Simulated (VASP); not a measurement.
# SnSe2 (P-3m1) in VASP: further runs, part 2 of 2

VASP 6.6.1. Earlier steps stand in the parts before.

## Step 3: Single point, PBEsol+D3(BJ) (21.05 Å³/atom)

This run uses another cell than the first one, of 21.05 Å³/atom.

File INCAR:

```
  PREC = Accurate
  ENCUT = 520
  EDIFF = 1E-7
  ISMEAR = 0
  SIGMA = 0.02
  LREAL = F
  LASPH = T
  NELM = 100
  ALGO = Normal
  ISIF = 2
  LWAVE = F
  LCHARG = F
  GGA = PS
  IVDW = 12
  NBANDS = 20
```

File KPOINTS:

```
regular mesh
0
Gamma
  12 12 6
```

File POSCAR:

```
SnSe2
1.0
    3.7048452986      0.0000000000      0.0000000000
   -1.8524226493      3.2084901457      0.0000000000
    0.0000000000      0.0000000000      5.3121922671
Sn Se
1 2
Direct
    0.0000000000      0.0000000000      0.0000000000
    0.3333333333      0.6666666667      0.2988333523
    0.6666666667      0.3333333333      0.7011666477
```

Potentials or basis: VASP PAW PBE potentials, release 64 (Sn_d, Se).

The run is started by

```sh
$ cat potpaw_PBE.64/Sn_d/POTCAR potpaw_PBE.64/Se/POTCAR > POTCAR
$ mpirun -np 1 vasp_std > vasp.out
```

OUTCAR:

```text
PREC = Accurate
   ENCUT = 520
   EDIFF = 1E-7
   ISMEAR = 0
   LREAL = F
   LASPH = T
   NELM = 100
   ISIF = 2
   GGA = PS
   IVDW = 12
 IVDW          = 12

 ion  position               nearest neighbor table
   1  0.000  0.000  0.000-   2 2.66   3 2.66   3 2.66   2 2.66   3 2.66   2 2.66
   2  0.333  0.667  0.299-   1 2.66   1 2.66   1 2.66
   3  0.667  0.333  0.701-   1 2.66   1 2.66   1 2.66

  LATTYP: Found a hexagonal cell.
 ALAT       =     3.7048452986
 C/A-ratio  =     1.4338499557

  Lattice vectors:

 A1 = (   3.7048452986,   0.0000000000,   0.0000000000)
 A2 = (  -1.8524226493,   3.2084901457,   0.0000000000)
 A3 = (   0.0000000000,   0.0000000000,   5.3121922671)

Analysis of symmetry for initial positions (statically):
=====================================================================
 Subroutine PRICEL returns:
 Original cell was already a primitive cell.

 Routine SETGRP: Setting up the symmetry group for a
 hexagonal supercell.

 Subroutine GETGRP returns: Found 12 space group operations
 (whereof 12 operations were pure point group operations)
 out of a pool of 24 trial point group operations.

The static configuration has the point symmetry D_3d.

Analysis of symmetry for dynamics (positions and initial velocities):
=====================================================================
 Subroutine PRICEL returns:
 Original cell was already a primitive cell.

 Routine SETGRP: Setting up the symmetry group for a
 hexagonal supercell.

 Subroutine GETGRP returns: Found 12 space group operations
 (whereof 12 operations were pure point group operations)
 out of a pool of 24 trial point group operations.

The dynamic configuration has the point symmetry D_3d.

 Subroutine INISYM returns: Found 12 space group operations
 (whereof 12 operations are pure point group operations),
 and found     1 'primitive' translations

----------------------------------------------------------------------------------------

                                     Primitive cell

  volume of cell :      63.1458

  direct lattice vectors                    reciprocal lattice vectors
     3.704845299  0.000000000  0.000000000     0.269916803  0.155836539  0.000000000
    -1.852422649  3.208490146  0.000000000     0.000000000  0.311673078  0.000000000
     0.000000000  0.000000000  5.312192267     0.000000000  0.000000000  0.188246199

  length of vectors
     3.704845299  3.704845299  5.312192267     0.311673078  0.311673078  0.188246199

  position of ions in fractional coordinates (direct lattice)
     0.000000000  0.000000000  0.000000000
     0.333333333  0.666666667  0.298833352
     0.666666667  0.333333333  0.701166648

  ion indices of the primitive-cell ions
   primitive index   ion index
                 1           1
                 2           2
                 3           3

----------------------------------------------------------------------------------------

 KPOINTS: regular mesh

Automatic generation of k-mesh.
 Grid dimensions read from file:
 generate k-points for:   12   12    6

 Generating k-lattice:

  Cartesian coordinates                     Fractional coordinates (reciprocal lattice)
     0.022493067  0.012986378  0.000000000     0.083333333  0.000000000  0.000000000
     0.000000000  0.025972757  0.000000000     0.000000000  0.083333333  0.000000000
     0.000000000  0.000000000  0.031374366     0.000000000  0.000000000  0.166666667

  Length of vectors
     0.025972757  0.025972757  0.031374366

  Shift w.r.t. Gamma in fractional coordinates (k-lattice)
     0.000000000  0.000000000  0.000000000

 Subroutine IBZKPT returns following result:
 ===========================================

 Found    100 irreducible k-points:

 Following reciprocal coordinates:
            Coordinates               Weight
  0.000000  0.000000  0.000000      1.000000
  0.083333 -0.000000  0.000000      6.000000
  0.166667  0.000000  0.000000      6.000000
  0.250000  0.000000  0.000000      6.000000
  0.333333  0.000000  0.000000      6.000000
  0.416667 -0.000000  0.000000      6.000000
[... 16 lines left out ...]
  0.166667  0.000000  0.166667      6.000000
  0.000000  0.166667  0.166667      6.000000
 [... further k-points ...]
   k-points           NKPTS =    100   k-points in BZ     NKDIM =    100   number of bands    NBANDS=     20
   number of dos      NEDOS =    301   number of ions     NIONS =      3
   total plane-waves  NPLWV =  31360
   dimension x,y,z NGX =    28 NGY =   28 NGZ =   40
   dimension x,y,z NGXF=    56 NGYF=   56 NGZF=   80
   ions per type =               1   2
   NGX,Y,Z   is equivalent  to a cutoff of  12.56, 12.56, 12.52 a.u.
   NGXF,Y,Z  is equivalent  to a cutoff of  25.13, 25.13, 25.04 a.u.
 SYSTEM =  unknown system
   PREC   = accura    normal or accurate (medium, high low for compatibility)
   ISTART =      0    job   : 0-new  1-cont  2-samecut
   ICHARG =      2    charge: 1-file 2-atom 10-const
   ISPIN  =      1    spin polarized calculation?
   LNONCOLLINEAR =      F non collinear calculations
   LSORBIT =      F    spin-orbit coupling
   LASPH  =      T    aspherical Exc in radial PAW
   ENCUT  =  520.0 eV  38.22 Ry    6.18 a.u.   6.89  6.89  9.88*2*pi/ulx,y,z
   NELM   =    100;   NELMIN=  2; NELMDL= -5     # of ELM steps
   EDIFF  = 0.1E-06   stopping-criterion for ELM
   LREAL  =      F    real-space projection
   EDIFFG = 0.1E-05   stopping-criterion for IOM
   NSW    =      0    number of steps for IOM
   IBRION =     -1    ionic relax: 0-MD 1-quasi-New 2-CG
   NFREE  =      0    steps in history (QN), initial steepest desc. (CG)
   ISIF   =      2    stress and relaxation
   ISYM   =      2    0-nonsym 1-usesym 2-fastsym
   POTIM  = 0.5000    time-step for ionic-motion
   TEBEG  =    0.0;   TEEND  =   0.0 temperature during run
   PSTRESS=    0.0 pullay stress
   NELECT =      26.0000    total number of electrons
   NUPDOWN=      -1.0000    fix difference up-down
   EMIN   =  10.00;   EMAX   =-10.00  energy-range for DOS
   EFERMI =   0.00;   METHOD = LEGACY
   ISMEAR =     0;   SIGMA  =   0.02  broadening in eV -4-tet -1-fermi 0-gaus
   EFERMI_NEDOS =   21; number of points for ismear=-14 and -15
   IALGO  =     38    algorithm
   IMIX   =      4    mixing-type and parameters
     AMIX     =   0.40;   BMIX     =  1.00
     AMIX_MAG =   1.60;   BMIX_MAG =  1.00
  volume/ion in A,a.u.               =      21.05       142.04
  Fermi-wavevector in a.u.,A,eV,Ry     =   1.217917  2.301530 20.181824  1.483322
  Thomas-Fermi vector in A             =   2.353221
   LORBIT       =      0    0 simple, 1 ext, 2 COOP (PROOUT), +10 PAW based schemes
   GGA     = PS    functional components
   LHFCALC =     F    Hartree Fock is set to
   AEXX    =    0.0000 exact exchange contribution
   IVDW    =    12    specifies the selected vdW correction
   LEPSILON=     F    determine dielectric tensor
   LRPA    =     F    only Hartree local field effects (RPA)
 non-spin polarized calculation
 Gauss-broadening in eV      SIGMA  =   0.02
  energy-cutoff  :      520.00
  volume of cell :       63.15
 maximum number of plane-waves:      1716
   NGX = 13   NGY = 13   NGZ = 19

 number of electron      26.0000003 magnetization

 Free energy of the ion-electron system (eV)
  ---------------------------------------------------
  ext. energy  EPLUGINS =         0.00000000
  ---------------------------------------------------
  free energy    TOTEN  =       -12.61015544 eV

  energy without entropy =      -12.60996393  energy(sigma->0) =      -12.61005968

 E-fermi :   7.0898     XC(G=0): -10.7579

 val. band max:        7.0730362712   @ k =   0.2500   0.0000   0.1667
 cond. band min:       7.0936798577   @ k =   0.1667   0.0833   0.1667
 fundamental gap:      0.0206435865
 Fermi energy:         7.0898002992

 k-point     1 :       0.0000    0.0000    0.0000
  band No.  band energies     occupation
      1     -14.6822      2.00000
      2     -14.6822      2.00000
      3     -14.6369      2.00000
      4     -14.6151      2.00000
      5     -14.6151      2.00000
      6      -8.5159      2.00000
[... 12 lines left out ...]
     19      15.9480      0.00000
     20      15.9609      0.00000
[... 507 lines left out ...]
 k-point    24 :       0.0000    0.1667    0.1667
  band No.  band energies     occupation
      1     -14.6994      2.00000
      2     -14.6700      2.00000
      3     -14.6292      2.00000
      4     -14.6210      2.00000
      5     -14.6126      2.00000
      6      -8.0851      2.00000
[... 12 lines left out ...]
     19      14.3230      0.00000
     20      14.8681      0.00000

 [... further k-points ...]

------------------------ aborting loop because EDIFF is reached ----------------------------------------

 Edisp (eV)   -1.21482

 E8    (eV) :    -0.8011

  FORCE on cell =-STRESS in cart. coord.  units (eV):
  Direction    XX          YY          ZZ          XY          YZ          ZX
  --------------------------------------------------------------------------------------
  -------------------------------------------------------------------------------------
  Total       3.30596     3.30596     3.30055    -0.00000     0.00000     0.00000
  in kB      83.88100    83.88100    83.74376    -0.00000     0.00000     0.00000
  external pressure =       83.84 kB  Pullay stress =        0.00 kB

 VOLUME and BASIS-vectors are now :
 -----------------------------------------------------------------------------
  energy-cutoff  :      520.00
  volume of cell :       63.15
      direct lattice vectors                 reciprocal lattice vectors
     3.704845299  0.000000000  0.000000000     0.269916803  0.155836539  0.000000000
    -1.852422649  3.208490146  0.000000000     0.000000000  0.311673078  0.000000000
     0.000000000  0.000000000  5.312192267     0.000000000  0.000000000  0.188246199

 POSITION                                       TOTAL-FORCE (eV/Angst)
 -----------------------------------------------------------------------------------
      0.00000      0.00000      0.00000         0.000000      0.000000      0.000000
     -0.00000      2.13899      1.58746        -0.000000     -0.000000      0.020453
      1.85242      1.06950      3.72473         0.000000      0.000000     -0.020453
 -----------------------------------------------------------------------------------
    total drift:                                0.000000     -0.000000     -0.000000

  FREE ENERGIE OF THE ION-ELECTRON SYSTEM (eV)
  ---------------------------------------------------
  free  energy   TOTEN  =       -13.8249770233 eV

  energy  without entropy=      -13.8247855169  energy(sigma->0) =      -13.82488127
```

stdout:

```text
POSCAR found type information on POSCAR SnSe
 POSCAR found :  2 types and       3 ions
 scaLAPACK will be used
 -----------------------------------------------------------------------------
|                                                                             |
|                                                                             |
|     You enforced a specific xc type in the INCAR file but a different       |
|     I HOPE YOU KNOW WHAT YOU ARE DOING!                                     |
|                                                                             |
 -----------------------------------------------------------------------------

 LDA part: xc-table for (Slater+PW92), standard interpolation
 POSCAR, INCAR and KPOINTS ok, starting setup
 FFT: planning ... GRIDC
 FFT: planning ... GRID_SOFT
 FFT: planning ... GRID
 WAVECAR not read
 entering main loop
```

Wall time 2.9 min (1 thread of Intel Xeon 8259CL, shared host); peak memory 0.27 GiB.

Results:

* Free energy: -13.8250 eV
* Pressure: 8.4 GPa
* Largest force: 0.020 eV/Å
* Band gap on the k mesh: zero (bands 13 and 14 overlap by 0.95 eV)
* Dispersion energy per atom: -0.405 eV

Forces on the atoms (eV/Å):
```
Sn   0.000  0.000  0.000
Se   0.000  0.000  0.020
Se   0.000  0.000 -0.020
```

Levels at points of the mesh, in eV from the Fermi level:
```tsv
k point	band 10	band 11	band 12	band 13	band 14	band 15	band 16	band 17
(0.00, 0.00, 0.00)	-1.55	-1.18	-1.18	-0.19	0.65	2.77	4.46	4.46
(0.50, 0.00, 0.00)	-4.84	-3.87	-3.47	-0.48	1.50	3.02	3.45	3.85
(0.00, 0.00, 0.50)	-1.79	-1.79	-0.61	-0.61	2.42	3.05	3.38	3.38
(0.50, 0.00, 0.50)	-2.87	-2.46	-2.42	-2.09	0.91	3.14	4.20	5.47
```

Caveat: the cell stands under pressure; the PAW data sets were made with another functional, which shifts forces and pressure a little; spin-orbit coupling is left out, which moves the levels of the heavy elements.
